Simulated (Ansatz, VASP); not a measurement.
## Mg in VASP and in Ansatz

```
Mg
1.0
     0.00000    2.19844    2.19844
     2.19844    0.00000    2.19844
     2.19844    2.19844    0.00000
Mg
1
Cartesian
  0.0000 0.0000 0.0000
```

Change from the starting cell: volume scaled by 0.94, crystal datasets.

Alike in both runs: task electric field gradients; functional LDA; k mesh 16 × 16 × 16; occupations fermi-dirac, width 0.03 eV; no spin polarisation.

|  | VASP | Ansatz |
| --- | --- | --- |
| version | VASP 6.6.1 | Ansatz 0.2.0 |
| potentials or method | VASP PAW LDA potentials, release 64 (Mg), cutoff 520 eV | all-electron PAW with datasets made for the crystal, scalar-relativistic |

|  | VASP | Ansatz | Ansatz less VASP |
| --- | --- | --- | --- |
| pressure (GPa) | 0.7 | 1.0 | +0.35 |

LDA's correlation is that of Perdew and Zunger in VASP and of Perdew and Wang (1992) in Ansatz. Ansatz ran all-electron here, and VASP with PAW potentials.
